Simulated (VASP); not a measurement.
# Ti18Si in VASP: single point with PBE+D3(BJ)

Aim: the single point of Ti18Si with PBE+D3(BJ).

All numbers are computed with VASP 6.6.1; they aren't measurements. Logs are shortened: lines on timing, memory, paths and dates and some standing lists are left out, and cuts for length are marked.

## Step 1: The cell of the first run

The cell holds a slab with vacuum, 19 atoms: a = 5.571 Å, b = 7.785 Å, c = 21.520 Å, α = 90.00°, β = 90.00°, γ = 90.00°.

## Step 2: Single point, PBE+D3(BJ)

File INCAR:

```
SYSTEM = Ti18Si
ALGO = Normal ; AMIX = 0.1
AMIX_MAG = 0.4 ; BMIX = 1E-4
BMIX_MAG = 1E-4 ; DIPOL = 0.5 0.5 0.301
EDIFF = 1E-6 ; ENCUT = 450
GGA = PE ; GGA_COMPAT = .FALSE.
IDIPOL = 3 ; ISIF = 2
ISMEAR = 0 ; IVDW = 12
KPAR = 4 ; LASPH = .TRUE.
LCHARG = .FALSE. ; LDIPOL = .TRUE.
LREAL = .FALSE. ; LWAVE = .FALSE.
NBANDS = 125 ; NELM = 300
NELMDL = -8 ; PREC = Accurate
SIGMA = 0.1
```

File KPOINTS:

```
k-points
0
G
  5 4 1
  0 0 0
```

File POSCAR:

```
Ti18Si
1.0
    5.5706966049      0.0000000000      0.0000000000
    0.0000000000      7.7847098564      0.0000000000
    0.0000000000      0.0000000000     21.5200068025
Ti Si
18 1
Direct
    0.0000000000      0.5000000000      0.1858735472
    0.5000000000      0.5000000000      0.1858735472
    0.2500000000      0.1666666667      0.1858735472
    0.7500000000      0.1666666667      0.1858735472
    0.2500000000      0.8333333333      0.1858735472
    0.7500000000      0.8333333333      0.1858735472
    0.0000000000      0.0000000000      0.2887684190
    0.5000000000      0.0000000000      0.2887684190
    0.2500000000      0.6672597319      0.2880966778
    0.7500000000      0.6672597319      0.2880966778
    0.2500000000      0.3327402681      0.2880966778
    0.7500000000      0.3327402681      0.2880966778
    0.0000000000      0.5000000000      0.3885221775
    0.5000000000      0.5000000000      0.3885221775
    0.2500000000      0.1667007587      0.3912641329
    0.7500000000      0.1667007587      0.3912641329
    0.2500000000      0.8332992413      0.3912641329
    0.7500000000      0.8332992413      0.3912641329
    0.3750000000      0.1667007587      0.5353161320
```

Potentials or basis: VASP PAW PBE potentials, release 64 (Ti_sv, Si).

Launch:

```
$ cat potpaw_PBE.64/Ti_sv/POTCAR potpaw_PBE.64/Si/POTCAR > POTCAR
$ mpirun -np 4 vasp_std > vasp.out
```

OUTCAR:

```text
SYSTEM = Ti18Si
   AMIX = 0.1
   AMIX_MAG = 0.4
   EDIFF = 1E-6
   ENCUT = 450
   GGA = PE
   ISIF = 2
   ISMEAR = 0
   IVDW = 12
   LASPH = .TRUE.
   LREAL = .FALSE.
   NELM = 300
   NELMDL = -8
   PREC = Accurate
 IVDW          = 12

 ion  position               nearest neighbor table
   1  0.000  0.500  0.186-   2 2.79   2 2.79  10 2.91  11 2.91  12 2.91   9 2.91
   2  0.500  0.500  0.186-   1 2.79   1 2.79  10 2.91  11 2.91  12 2.91   9 2.91
   3  0.250  0.167  0.186-  11 2.55   5 2.59   4 2.79   4 2.79   7 2.92   8 2.92
   4  0.750  0.167  0.186-  12 2.55   6 2.59   3 2.79   3 2.79   7 2.92   8 2.92
   5  0.250  0.833  0.186-   9 2.55   3 2.59   6 2.79   6 2.79   7 2.92   8 2.92
   6  0.750  0.833  0.186-  10 2.55   4 2.59   5 2.79   5 2.79   7 2.92   8 2.92
   7  0.000  0.000  0.289-   8 2.79   8 2.79  16 2.91  17 2.91  18 2.91  15 2.91   5 2.92   6 2.92
                             3 2.92   4 2.92
   8  0.500  0.000  0.289-   7 2.79   7 2.79  16 2.91  17 2.91  18 2.91  15 2.91   5 2.92   6 2.92
                             3 2.92   4 2.92
   9  0.250  0.667  0.288-   5 2.55  17 2.57  11 2.60  10 2.79  10 2.79  13 2.88  14 2.88   2 2.91
                             1 2.91
  10  0.750  0.667  0.288-   6 2.55  18 2.57  12 2.60   9 2.79   9 2.79  13 2.88  14 2.88   2 2.91
                             1 2.91
  11  0.250  0.333  0.288-   3 2.55  15 2.57   9 2.60  12 2.79  12 2.79  13 2.88  14 2.88   2 2.91
                             1 2.91
  12  0.750  0.333  0.288-   4 2.55  16 2.57  10 2.60  11 2.79  11 2.79  13 2.88  14 2.88   2 2.91
                             1 2.91
  13  0.000  0.500  0.389-  14 2.79  14 2.79  11 2.88  12 2.88   9 2.88  10 2.88
  14  0.500  0.500  0.389-  13 2.79  13 2.79  11 2.88  12 2.88   9 2.88  10 2.88
  15  0.250  0.167  0.391-  11 2.57  17 2.60  16 2.79  16 2.79   7 2.91   8 2.91
  16  0.750  0.167  0.391-  12 2.57  18 2.60  15 2.79  15 2.79   7 2.91   8 2.91
  17  0.250  0.833  0.391-   9 2.57  15 2.60  18 2.79  18 2.79   7 2.91   8 2.91
  18  0.750  0.833  0.391-  10 2.57  16 2.60  17 2.79  17 2.79   7 2.91   8 2.91
  19  0.375  0.167  0.535-

  LATTYP: Found a simple orthorhombic cell.
 ALAT       =     5.5706966049
 B/A-ratio  =     1.3974392089
 C/A-ratio  =     3.8630728487

  Lattice vectors:

 A1 = (   5.5706966049,   0.0000000000,   0.0000000000)
 A2 = (   0.0000000000,   7.7847098564,   0.0000000000)
 A3 = (   0.0000000000,   0.0000000000,  21.5200068025)

Analysis of symmetry for initial positions (statically):
=====================================================================
 Subroutine PRICEL returns:
 Original cell was already a primitive cell.

 Routine SETGRP: Setting up the symmetry group for a
 simple orthorhombic supercell.

 Subroutine GETGRP returns: Found  1 space group operations
 (whereof  1 operations were pure point group operations)
 out of a pool of  8 trial point group operations.

The static configuration has the point symmetry C_1 .

Analysis of symmetry for dynamics (positions and initial velocities):
=====================================================================
 Subroutine PRICEL returns:
 Original cell was already a primitive cell.

 Routine SETGRP: Setting up the symmetry group for a
 simple orthorhombic supercell.

 Subroutine GETGRP returns: Found  1 space group operations
 (whereof  1 operations were pure point group operations)
 out of a pool of  8 trial point group operations.

The dynamic configuration has the point symmetry C_1 .

 Subroutine INISYM returns: Found  1 space group operations
 (whereof  1 operations are pure point group operations),
 and found     1 'primitive' translations

----------------------------------------------------------------------------------------

                                     Primitive cell

  volume of cell :     933.2421

  direct lattice vectors                    reciprocal lattice vectors
     5.570696605  0.000000000  0.000000000     0.179510763  0.000000000  0.000000000
     0.000000000  7.784709856  0.000000000     0.000000000  0.128456939  0.000000000
     0.000000000  0.000000000 21.520006802     0.000000000  0.000000000  0.046468387

  length of vectors
     5.570696605  7.784709856 21.520006802     0.179510763  0.128456939  0.046468387

  position of ions in fractional coordinates (direct lattice)
     0.000000000  0.500000000  0.185873547
     0.500000000  0.500000000  0.185873547
     0.250000000  0.166666667  0.185873547
     0.750000000  0.166666667  0.185873547
     0.250000000  0.833333333  0.185873547
     0.750000000  0.833333333  0.185873547
[... 53 lines left out ...]

  Shift w.r.t. Gamma in fractional coordinates (k-lattice)
     0.000000000  0.000000000  0.000000000

 Subroutine IBZKPT returns following result:
 ===========================================

 Found     11 irreducible k-points:

 Following reciprocal coordinates:
            Coordinates               Weight
  0.000000  0.000000  0.000000      1.000000
  0.200000  0.000000  0.000000      2.000000
  0.400000  0.000000  0.000000      2.000000
  0.000000  0.250000  0.000000      2.000000
  0.200000  0.250000  0.000000      2.000000
  0.200000 -0.250000  0.000000      2.000000
  0.400000  0.250000  0.000000      2.000000
  0.400000 -0.250000  0.000000      2.000000
  0.000000  0.500000  0.000000      1.000000
  0.200000  0.500000  0.000000      2.000000
  0.400000  0.500000  0.000000      2.000000
   k-points           NKPTS =     11   k-points in BZ     NKDIM =     11   number of bands    NBANDS=    125
   number of dos      NEDOS =    301   number of ions     NIONS =     19
   total plane-waves  NPLWV = 324000
   dimension x,y,z NGX =    40 NGY =   54 NGZ =  150
   dimension x,y,z NGXF=    80 NGYF=  108 NGZF=  300
   ions per type =              18   1
   NGX,Y,Z   is equivalent  to a cutoff of  11.94, 11.53, 11.59 a.u.
   NGXF,Y,Z  is equivalent  to a cutoff of  23.87, 23.06, 23.18 a.u.
 SYSTEM =  Ti18Si
   PREC   = accura    normal or accurate (medium, high low for compatibility)
   ISTART =      0    job   : 0-new  1-cont  2-samecut
   ICHARG =      2    charge: 1-file 2-atom 10-const
   ISPIN  =      1    spin polarized calculation?
   LNONCOLLINEAR =      F non collinear calculations
   LSORBIT =      F    spin-orbit coupling
   LASPH  =      T    aspherical Exc in radial PAW
   ENCUT  =  450.0 eV  33.07 Ry    5.75 a.u.   9.64 13.46 37.22*2*pi/ulx,y,z
   NELM   =    300;   NELMIN=  2; NELMDL= -8     # of ELM steps
   EDIFF  = 0.1E-05   stopping-criterion for ELM
   LREAL  =      F    real-space projection
   EDIFFG = 0.1E-04   stopping-criterion for IOM
   NSW    =      0    number of steps for IOM
   IBRION =     -1    ionic relax: 0-MD 1-quasi-New 2-CG
   NFREE  =      0    steps in history (QN), initial steepest desc. (CG)
   ISIF   =      2    stress and relaxation
   ISYM   =      2    0-nonsym 1-usesym 2-fastsym
   POTIM  = 0.5000    time-step for ionic-motion
   TEBEG  =    0.0;   TEEND  =   0.0 temperature during run
   PSTRESS=    0.0 pullay stress
   NELECT =     220.0000    total number of electrons
   NUPDOWN=      -1.0000    fix difference up-down
   EMIN   =  10.00;   EMAX   =-10.00  energy-range for DOS
   EFERMI =   0.00;   METHOD = LEGACY
   ISMEAR =     0;   SIGMA  =   0.10  broadening in eV -4-tet -1-fermi 0-gaus
   EFERMI_NEDOS =   21; number of points for ismear=-14 and -15
   IALGO  =     38    algorithm
   IMIX   =      4    mixing-type and parameters
     AMIX     =   0.10;   BMIX     =  0.00
     AMIX_MAG =   0.40;   BMIX_MAG =  0.00
  volume/ion in A,a.u.               =      49.12       331.46
  Fermi-wavevector in a.u.,A,eV,Ry     =   1.011310  1.911099 13.915329  1.022748
  Thomas-Fermi vector in A             =   2.144352
   LORBIT       =      0    0 simple, 1 ext, 2 COOP (PROOUT), +10 PAW based schemes
   GGA     = PE    functional components
   LHFCALC =     F    Hartree Fock is set to
   AEXX    =    0.0000 exact exchange contribution
   IVDW    =    12    specifies the selected vdW correction
   LEPSILON=     F    determine dielectric tensor
   LRPA    =     F    only Hartree local field effects (RPA)
 non-spin polarized calculation
 Gauss-broadening in eV      SIGMA  =   0.10
  energy-cutoff  :      450.00
  volume of cell :      933.24
 maximum number of plane-waves:     20258
 NGX is ok and might be reduce to    40
   NGX = 19   NGY = 27   NGZ = 75

 dipolmoment           0.000000      0.000000     -0.480524 electrons x Angstroem

 number of electron     219.9999976 magnetization

 dipolmoment           0.000000      0.000000      0.020210 electrons x Angstroem

 Free energy of the ion-electron system (eV)
  ---------------------------------------------------
  ext. energy  EPLUGINS =         0.00000000
  ---------------------------------------------------
  free energy    TOTEN  =      -132.95872066 eV

  energy without entropy =     -132.81160149  energy(sigma->0) =     -132.88516108

 E-fermi :   0.1070     XC(G=0):  -5.0479

 val. band max:        0.1066097754   @ k =   0.4000   0.5000   0.0000
 cond. band min:       0.1093131327   @ k =   0.4000   0.2500   0.0000
 fundamental gap:      0.0027033573
 Fermi energy:         0.1069927482

 k-point     1 :       0.0000    0.0000    0.0000
  band No.  band energies     occupation
      1     -56.8477      2.00000
      2     -56.8266      2.00000
      3     -56.7769      2.00000
      4     -56.7568      2.00000
      5     -56.6000      2.00000
      6     -56.5562      2.00000
[... 1364 lines left out ...]
    121       0.7138      0.00000
    122       0.7823      0.00000
 [bands above 122 left out]

------------------------ aborting loop because EDIFF is reached ----------------------------------------

 vacuum level on the upper side and lower side of the slab       (xc-potential included)        -0.121        -0.151

 Edisp (eV)   -7.99005

 E8    (eV) :    -3.9426

  FORCE on cell =-STRESS in cart. coord.  units (eV):
  Direction    XX          YY          ZZ          XY          YZ          ZX
  --------------------------------------------------------------------------------------
  -------------------------------------------------------------------------------------
  Total     -12.59884    -5.08611    -8.34739     0.01220     0.00036    -0.30345
  in kB     -21.62952    -8.73176   -14.33068     0.02095     0.00062    -0.52096
  external pressure =      -14.90 kB  Pullay stress =        0.00 kB

 VOLUME and BASIS-vectors are now :
 -----------------------------------------------------------------------------
  energy-cutoff  :      450.00
  volume of cell :      933.24
      direct lattice vectors                 reciprocal lattice vectors
     5.570696605  0.000000000  0.000000000     0.179510763  0.000000000  0.000000000
     0.000000000  7.784709856  0.000000000     0.000000000  0.128456939  0.000000000
     0.000000000  0.000000000 21.520006802     0.000000000  0.000000000  0.046468387

 POSITION                                       TOTAL-FORCE (eV/Angst)
 -----------------------------------------------------------------------------------
      0.00000      3.89235      4.00000         0.002890      0.004490      0.151245
      2.78535      3.89235      4.00000        -0.010688      0.013075      0.187481
      1.39267      1.29745      4.00000        -0.002573      0.014273     -0.018418
      4.17802      1.29745      4.00000         0.003091     -0.003038     -0.033923
      1.39267      6.48726      4.00000        -0.001700     -0.040093     -0.046051
      4.17802      6.48726      4.00000         0.003816     -0.022725     -0.039983
[... 11 lines left out ...]
      4.17802      6.48699      8.42001        -0.054379      0.006823      0.317186
      2.08901      1.29772     11.52001        -0.083088     -0.094699     -2.525880
 -----------------------------------------------------------------------------------
    total drift:                               -0.000117     -0.000539     -0.001599

  FREE ENERGIE OF THE ION-ELECTRON SYSTEM (eV)
  ---------------------------------------------------
  free  energy   TOTEN  =      -140.9487710187 eV

  energy  without entropy=     -140.8016518529  energy(sigma->0) =     -140.87521144

 vacuum level on the upper side and lower side of the slab         4.494         4.461
```

Wall time 17 min (4 MPI ranks of Intel Xeon 6975P-C (Granite Rapids), shared host); peak memory 1.1 GiB.

Results:

```
Free energy                : -140.9488 eV
Largest force              : 2.529 eV/Å
Band gap on the k mesh     : zero (bands 110 and 111 overlap by 0.20 eV)
Dispersion energy per atom : -0.421 eV
```

Forces on the atoms (eV/Å):
```
Ti   0.003  0.004  0.151
Ti  -0.011  0.013  0.187
Ti  -0.003  0.014 -0.018
Ti   0.003 -0.003 -0.034
Ti  -0.002 -0.040 -0.046
Ti   0.004 -0.023 -0.040
Ti  -0.037 -0.036 -0.104
Ti   0.031 -0.035 -0.042
Ti  -0.018 -0.006 -0.116
Ti   0.018 -0.031 -0.112
Ti   0.015  0.008 -0.143
Ti   0.022  0.040 -0.124
Ti   0.050 -0.018  0.138
Ti  -0.045 -0.135  0.213
Ti   0.347  0.122  1.061
Ti  -0.269  0.090  0.804
Ti   0.030  0.122  0.434
Ti  -0.054  0.007  0.317
Si  -0.083 -0.095 -2.526
```
